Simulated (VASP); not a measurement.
Set up this calculation in VASP 6.6.1, as the native input.

- Task: single point
- Functional: PBE
- Potentials or basis: VASP PAW PBE potentials, release 64 (Mo_sv)
- Cutoff: 520 eV
- k mesh: 5 × 5 × 5
- Occupations: fermi-dirac, width 0.1 eV
- Spin: no spin polarisation
- Dipole correction: no
- Further INCAR settings: ALGO = Normal; EDIFF = 1e-06; NBANDS = 21

The structure of Mo lies in POSCAR:

```
Mo
1.0
    0.0000000000      2.8451482282      2.8451482282
    2.8451482282      0.0000000000      2.8451482282
    2.8451482282      2.8451482282      0.0000000000
Mo
2
Direct
    0.1250000000      0.1250000000      0.1250000000
    0.8750000000      0.8750000000      0.8750000000
```

These files were run (other wordings do the same):

INCAR

```
  PREC = Accurate
  ENCUT = 520
  EDIFF = 1E-6
  ISMEAR = -1
  SIGMA = 0.1
  LREAL = False
  LASPH = True
  NELM = 80
  ALGO = Normal
  ISIF = 2
  LWAVE = False
  LCHARG = True
  GGA = PE
  LELF = True
  LVHAR = True
  NBANDS = 21
```

KPOINTS

```
Automatic mesh
0
Gamma
  5 5 5
```

Potentials or basis: VASP PAW PBE potentials, release 64 (Mo_sv).

Command:

```bash
$ cat potpaw_PBE.64/Mo_sv/POTCAR > POTCAR
$ mpirun -np 1 vasp_std > vasp.out
```

Results of the run:

```
Pressure               : 0.0 GPa
Band gap on the k mesh : zero (band 14 reaches 7.05 eV, above the bottom of band 15 at 6.66 eV)
```

Caveat: the k points lie up to 0.38 Å⁻¹ apart.

It took 15 s on 1 thread of Intel(R) Xeon(R) Platinum 8259CL CPU @ 2.50GHz (Skylake/Cascade Lake) (shared host), peak memory 0.16 GiB.
